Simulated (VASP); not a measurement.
Here is a VASP 6.6.1 calculation.

The input INCAR:

```
SYSTEM = Au
ALGO = Normal ; EDIFF = 1E-7
EDIFFG = -0.01 ; ENCUT = 500
GGA_COMPAT = .FALSE. ; IBRION = 2
ISIF = 3 ; ISMEAR = -1
LASPH = .TRUE. ; LCHARG = .FALSE.
LREAL = .FALSE. ; LWAVE = .FALSE.
NELM = 120 ; NELMIN = 4
NSW = 50 ; PREC = Accurate
PSTRESS = 100.0 ; SIGMA = 0.05
```

File KPOINTS:

```
k-points
0
G
  17 17 17
  0 0 0
```

Contents of POSCAR:

```
Au
1.0
    2.6500000000      0.0000000000      0.0000000000
    0.0000000000      2.6500000000      0.0000000000
    0.0000000000      0.0000000000      2.6500000000
Au
1
Direct
    0.0000000000      0.0000000000      0.0000000000
```

Potentials or basis: VASP PAW LDA potentials, release 64 (Au).

Command:

```console
$ cat potpaw_LDA.64/Au/POTCAR > POTCAR
$ mpirun -np 1 vasp_std > vasp.out
```

What does it give for the relaxed cell?

a = 2.619 Å, b = 2.619 Å, c = 2.619 Å, α = 90.00°, β = 90.00°, γ = 90.00°.

Predict the band gap on the k mesh.

zero (an odd number of electrons rules out a gap without spin polarisation).

Estimate the relaxed volume.

17.96 Å³/atom.

The path:
```
step  energy change (eV)  largest force (eV/Å)  pressure (GPa)  volume (Å³)
   1              0.0000                0.0000            3.72        18.61
   2              0.1676                0.0000           27.38        16.71
   3              0.0263                0.0000            9.82        17.98
   4              0.0272                0.0000            9.97        17.96
```

Caveat: the cell is relaxed towards a set pressure, so the run minimises the enthalpy, not the energy; spin-orbit coupling is left out, which moves the levels of the heavy elements.
